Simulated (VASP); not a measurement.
# La (P6_3/mmc) in VASP: single point with LDA

Aim: the single point of La with LDA.

Program: VASP 6.6.1. These are calculated values, not measurements. Logs are shortened: lines on timing, memory, paths and dates and some standing lists are left out, and cuts for length are marked.

### 1 The cell of the first run

Symmetry: P6_3/mmc, No. 194, hexagonal system. Conventional cell: a = 3.589 Å, b = 3.589 Å, c = 11.541 Å, α = 90.00°, β = 90.00°, γ = 120.00°. Within 4.7 Å of La (site symmetry -3m) lie 12 La at 3.55 to 3.59 Å. La (site symmetry -6m2) has 12 La at 3.55 to 3.59 Å within 4.7 Å.

### 2 Single point, LDA

INCAR reads:

```
SYSTEM = La
PREC = Accurate
ENCUT = 520
EDIFF = 1E-7
ISMEAR = 0
SIGMA = 0.05
LREAL = .FALSE.
LASPH = .TRUE.
NELM = 60
ALGO = Normal
ISIF = 2
LWAVE = .FALSE.
LCHARG = .FALSE.
NBANDS = 30
```

KPOINTS reads:

```
Automatic mesh
0
G
  14 14 4
  0 0 0
```

POSCAR reads:

```
La
1.0
    3.5888874756      0.0000000000      0.0000000000
   -1.7944437378      3.1080677252      0.0000000000
    0.0000000000      0.0000000000     11.5407792888
La
4
Direct
    0.0000000000      0.0000000000      0.0000000000
    0.0000000000      0.0000000000      0.5000000000
    0.3333333333      0.6666666667      0.2500000000
    0.6666666667      0.3333333333      0.7500000000
```

Potentials or basis: VASP PAW LDA potentials, release 64 (La).

Command:

```bash
$ cat potpaw_LDA.64/La/POTCAR > POTCAR
$ mpirun -np 1 vasp_std > vasp.out
```

OUTCAR:

```text
SYSTEM = La
   PREC = Accurate
   ENCUT = 520
   EDIFF = 1E-7
   ISMEAR = 0
   LREAL = .FALSE.
   LASPH = .TRUE.
   NELM = 60
   ISIF = 2

 ion  position               nearest neighbor table
   1  0.000  0.000  0.000-   3 3.55   4 3.55   4 3.55   3 3.55   4 3.55   3 3.55
   2  0.000  0.000  0.500-   3 3.55   4 3.55   4 3.55   3 3.55   4 3.55   3 3.55
   3  0.333  0.667  0.250-   1 3.55   2 3.55   1 3.55   2 3.55   1 3.55   2 3.55
   4  0.667  0.333  0.750-   1 3.55   2 3.55   1 3.55   2 3.55   1 3.55   2 3.55

  LATTYP: Found a hexagonal cell.
 ALAT       =     3.5888874756
 C/A-ratio  =     3.2156982818

  Lattice vectors:

 A1 = (   3.5888874756,   0.0000000000,   0.0000000000)
 A2 = (  -1.7944437378,   3.1080677252,   0.0000000000)
 A3 = (   0.0000000000,   0.0000000000,  11.5407792888)

Analysis of symmetry for initial positions (statically):
=====================================================================
 Subroutine PRICEL returns:
 Original cell was already a primitive cell.

 Routine SETGRP: Setting up the symmetry group for a
 hexagonal supercell.

 Subroutine GETGRP returns: Found 24 space group operations
 (whereof 12 operations were pure point group operations)
 out of a pool of 24 trial point group operations.

The static configuration has the point symmetry D_3d.
 The point group associated with its full space group is D_6h.

Analysis of symmetry for dynamics (positions and initial velocities):
=====================================================================
 Subroutine PRICEL returns:
 Original cell was already a primitive cell.

 Routine SETGRP: Setting up the symmetry group for a
 hexagonal supercell.

 Subroutine GETGRP returns: Found 24 space group operations
 (whereof 12 operations were pure point group operations)
 out of a pool of 24 trial point group operations.

The dynamic configuration has the point symmetry D_3d.
 The point group associated with its full space group is D_6h.

 Subroutine INISYM returns: Found 24 space group operations
 (whereof 12 operations are pure point group operations),
 and found     1 'primitive' translations

----------------------------------------------------------------------------------------

                                     Primitive cell

  volume of cell :     128.7317

  direct lattice vectors                    reciprocal lattice vectors
     3.588887476  0.000000000  0.000000000     0.278637881  0.160871655  0.000000000
    -1.794443738  3.108067725  0.000000000     0.000000000  0.321743311  0.000000000
     0.000000000  0.000000000 11.540779289     0.000000000  0.000000000  0.086649261

  length of vectors
     3.588887476  3.588887476 11.540779289     0.321743311  0.321743311  0.086649261

  position of ions in fractional coordinates (direct lattice)
     0.000000000  0.000000000  0.000000000
     0.000000000  0.000000000  0.500000000
     0.333333333  0.666666667  0.250000000
     0.666666667  0.333333333  0.750000000

  ion indices of the primitive-cell ions
   primitive index   ion index
                 1           1
                 2           2
                 3           3
                 4           4

----------------------------------------------------------------------------------------

 KPOINTS: Automatic mesh

Automatic generation of k-mesh.
 Grid dimensions read from file:
 generate k-points for:   14   14    4

 Generating k-lattice:

  Cartesian coordinates                     Fractional coordinates (reciprocal lattice)
     0.019902706  0.011490833  0.000000000     0.071428571  0.000000000  0.000000000
     0.000000000  0.022981665  0.000000000     0.000000000  0.071428571  0.000000000
     0.000000000  0.000000000  0.021662315     0.000000000  0.000000000  0.250000000

  Length of vectors
     0.022981665  0.022981665  0.021662315

  Shift w.r.t. Gamma in fractional coordinates (k-lattice)
     0.000000000  0.000000000  0.000000000

 Subroutine IBZKPT returns following result:
 ===========================================

 Found     72 irreducible k-points:

 Following reciprocal coordinates:
            Coordinates               Weight
  0.000000  0.000000  0.000000      1.000000
  0.071429  0.000000  0.000000      6.000000
  0.142857  0.000000  0.000000      6.000000
  0.214286 -0.000000  0.000000      6.000000
  0.285714 -0.000000  0.000000      6.000000
  0.357143 -0.000000  0.000000      6.000000
[... 16 lines left out ...]
  0.285714  0.285714  0.000000      6.000000
  0.357143  0.285714  0.000000      6.000000
 [... further k-points ...]
   k-points           NKPTS =     72   k-points in BZ     NKDIM =     72   number of bands    NBANDS=     30
   number of dos      NEDOS =    301   number of ions     NIONS =      4
   total plane-waves  NPLWV =  70560
   dimension x,y,z NGX =    28 NGY =   28 NGZ =   90
   dimension x,y,z NGXF=    56 NGYF=   56 NGZF=  180
   ions per type =               4
   NGX,Y,Z   is equivalent  to a cutoff of  12.97, 12.97, 12.96 a.u.
   NGXF,Y,Z  is equivalent  to a cutoff of  25.94, 25.94, 25.93 a.u.
 SYSTEM =  La
   PREC   = accura    normal or accurate (medium, high low for compatibility)
   ISTART =      0    job   : 0-new  1-cont  2-samecut
   ICHARG =      2    charge: 1-file 2-atom 10-const
   ISPIN  =      1    spin polarized calculation?
   LNONCOLLINEAR =      F non collinear calculations
   LSORBIT =      F    spin-orbit coupling
   LASPH  =      T    aspherical Exc in radial PAW
   ENCUT  =  520.0 eV  38.22 Ry    6.18 a.u.   6.67  6.67 21.46*2*pi/ulx,y,z
   NELM   =     60;   NELMIN=  2; NELMDL= -5     # of ELM steps
   EDIFF  = 0.1E-06   stopping-criterion for ELM
   LREAL  =      F    real-space projection
   EDIFFG = 0.1E-05   stopping-criterion for IOM
   NSW    =      0    number of steps for IOM
   IBRION =     -1    ionic relax: 0-MD 1-quasi-New 2-CG
   NFREE  =      0    steps in history (QN), initial steepest desc. (CG)
   ISIF   =      2    stress and relaxation
   ISYM   =      2    0-nonsym 1-usesym 2-fastsym
   POTIM  = 0.5000    time-step for ionic-motion
   TEBEG  =    0.0;   TEEND  =   0.0 temperature during run
   PSTRESS=    0.0 pullay stress
   NELECT =      44.0000    total number of electrons
   NUPDOWN=      -1.0000    fix difference up-down
   EMIN   =  10.00;   EMAX   =-10.00  energy-range for DOS
   EFERMI =   0.00;   METHOD = LEGACY
   ISMEAR =     0;   SIGMA  =   0.05  broadening in eV -4-tet -1-fermi 0-gaus
   EFERMI_NEDOS =   21; number of points for ismear=-14 and -15
   IALGO  =     38    algorithm
   IMIX   =      4    mixing-type and parameters
     AMIX     =   0.40;   BMIX     =  1.00
     AMIX_MAG =   1.60;   BMIX_MAG =  1.00
  volume/ion in A,a.u.               =      32.18       217.18
  Fermi-wavevector in a.u.,A,eV,Ry     =   1.144627  2.163031 17.825952  1.310170
  Thomas-Fermi vector in A             =   2.281318
   LORBIT       =      0    0 simple, 1 ext, 2 COOP (PROOUT), +10 PAW based schemes
   GGA     = CA    functional components
   LHFCALC =     F    Hartree Fock is set to
   AEXX    =    0.0000 exact exchange contribution
   IVDW    =     0    specifies the selected vdW correction
   LEPSILON=     F    determine dielectric tensor
   LRPA    =     F    only Hartree local field effects (RPA)
 non-spin polarized calculation
 Gauss-broadening in eV      SIGMA  =   0.05
  energy-cutoff  :      520.00
  volume of cell :      128.73
 maximum number of plane-waves:      3523
 NGX is ok and might be reduce to    28
   NGX = 13   NGY = 13   NGZ = 43

 number of electron      44.0000002 magnetization

 Free energy of the ion-electron system (eV)
  ---------------------------------------------------
  ext. energy  EPLUGINS =         0.00000000
  ---------------------------------------------------
  free energy    TOTEN  =       -22.32878781 eV

  energy without entropy =      -22.32130503  energy(sigma->0) =      -22.32504642

 E-fermi :   9.1532     XC(G=0): -10.3592

 val. band max:        9.1452402283   @ k =   0.0714   0.0714   0.0000
 cond. band min:       9.1551997942   @ k =   0.1429   0.0714   0.2500
 fundamental gap:      0.0099595659
 Fermi energy:         9.1532195626

 k-point     1 :       0.0000    0.0000    0.0000
  band No.  band energies     occupation
      1     -23.5006      2.00000
      2     -23.3268      2.00000
      3     -23.3196      2.00000
      4     -23.1354      2.00000
      5      -8.2472      2.00000
      6      -7.2638      2.00000
[... 22 lines left out ...]
     29      10.6128      0.00000
     30      10.6672      0.00000

 k-point     2 :       0.0714    0.0000    0.0000
  band No.  band energies     occupation
      1     -23.4865      2.00000
      2     -23.3162      2.00000
      3     -23.3090      2.00000
      4     -23.1288      2.00000
      5      -8.2161      2.00000
      6      -7.2732      2.00000
[... 22 lines left out ...]
     29      10.7257      0.00000
     30      10.8076      0.00000

 k-point     3 :       0.1429    0.0000    0.0000
  band No.  band energies     occupation
      1     -23.4462      2.00000
      2     -23.2864      2.00000
      3     -23.2791      2.00000
      4     -23.1107      2.00000
      5      -8.1257      2.00000
      6      -7.3176      2.00000
[... 22 lines left out ...]
     29      10.6988      0.00000
     30      10.8218      0.00000

 k-point     4 :       0.2143   -0.0000    0.0000
  band No.  band energies     occupation
      1     -23.3855      2.00000
      2     -23.2428      2.00000
      3     -23.2354      2.00000
      4     -23.0861      2.00000
      5      -7.9858      2.00000
      6      -7.4510      2.00000
[... 22 lines left out ...]
     29      10.6403      0.00000
     30      10.8335      0.00000

 k-point     5 :       0.2857   -0.0000    0.0000
  band No.  band energies     occupation
      1     -23.3134      2.00000
      2     -23.1936      2.00000
      3     -23.1861      2.00000
      4     -23.0620      2.00000
      5      -7.8385      2.00000
      6      -7.6873      2.00000
[... 22 lines left out ...]
     29      10.5391      0.00000
     30      10.8632      0.00000
[... 526 lines left out ...]
     29      10.4695      0.00000
     30      10.7391      0.00000

 k-point    22 :       0.3571    0.2143    0.0000
  band No.  band energies     occupation
      1     -23.1238      2.00000
      2     -23.0889      2.00000
      3     -23.0809      2.00000
      4     -23.0462      2.00000
      5      -7.9779      2.00000
      6      -7.9176      2.00000
[... 22 lines left out ...]
     29      10.8050      0.00000
     30      10.8512      0.00000

 k-point    23 :       0.2857    0.2857    0.0000
  band No.  band energies     occupation
      1     -23.1174      2.00000
      2     -23.0863      2.00000
      3     -23.0785      2.00000
      4     -23.0479      2.00000
      5      -7.8874      2.00000
      6      -7.8284      2.00000
[... 22 lines left out ...]
     29      10.5751      0.00000
     30      10.8037      0.00000

 k-point    24 :       0.3571    0.2857    0.0000
  band No.  band energies     occupation
      1     -23.0912      2.00000
      2     -23.0794      2.00000
      3     -23.0714      2.00000
      4     -23.0601      2.00000
      5      -7.8652      2.00000
      6      -7.7764      2.00000
[... 22 lines left out ...]
     29      10.7901      0.00000
     30      10.8045      0.00000

 [... further k-points ...]

------------------------ aborting loop because EDIFF is reached ----------------------------------------

  FORCE on cell =-STRESS in cart. coord.  units (eV):
  Direction    XX          YY          ZZ          XY          YZ          ZX
  --------------------------------------------------------------------------------------
  -------------------------------------------------------------------------------------
  Total       -0.0761372     -0.0761372     -0.0801914      0.0000000      0.0000000      0.0000000
  in kB       -0.9475932     -0.9475932     -0.9980509      0.0000000      0.0000000      0.0000000
  external PRESSURE =      -0.9644125 kB  Pullay stress =       0.0000000 kB

 VOLUME and BASIS-vectors are now :
 -----------------------------------------------------------------------------
  energy-cutoff  :      520.00
  volume of cell :      128.73
      direct lattice vectors                 reciprocal lattice vectors
     3.588887476  0.000000000  0.000000000     0.278637881  0.160871655  0.000000000
    -1.794443738  3.108067725  0.000000000     0.000000000  0.321743311  0.000000000
     0.000000000  0.000000000 11.540779289     0.000000000  0.000000000  0.086649261

 POSITION                                       TOTAL-FORCE (eV/Angst)
 -----------------------------------------------------------------------------------
      0.00000      0.00000      0.00000         0.000000      0.000000      0.000000
      0.00000      0.00000      5.77039         0.000000      0.000000      0.000000
     -0.00000      2.07205      2.88519        -0.000000      0.000000     -0.000000
      1.79444      1.03602      8.65558         0.000000     -0.000000      0.000000
 -----------------------------------------------------------------------------------
    total drift:                                0.000000     -0.000000      0.000000

  FREE ENERGIE OF THE ION-ELECTRON SYSTEM (eV)
  ---------------------------------------------------
  free  energy   TOTEN  =       -22.3287878134 eV

  energy  without entropy=      -22.3213050329  energy(sigma->0) =      -22.32504642
```

Run time: 8.9 min. Hardware: 1 thread of Intel Xeon Platinum 8259CL at 2.50GHz (Skylake/Cascade Lake), shared host; peak memory 0.37 GiB.

What came out:

```yaml
Free_energy: -22.3288 eV
Pressure: -0.1 GPa
Band_gap_on_the_k_mesh: zero (bands 22 and 23 overlap by 1.21 eV)
```

Caveat: spin-orbit coupling is left out, which moves the levels of the heavy elements.
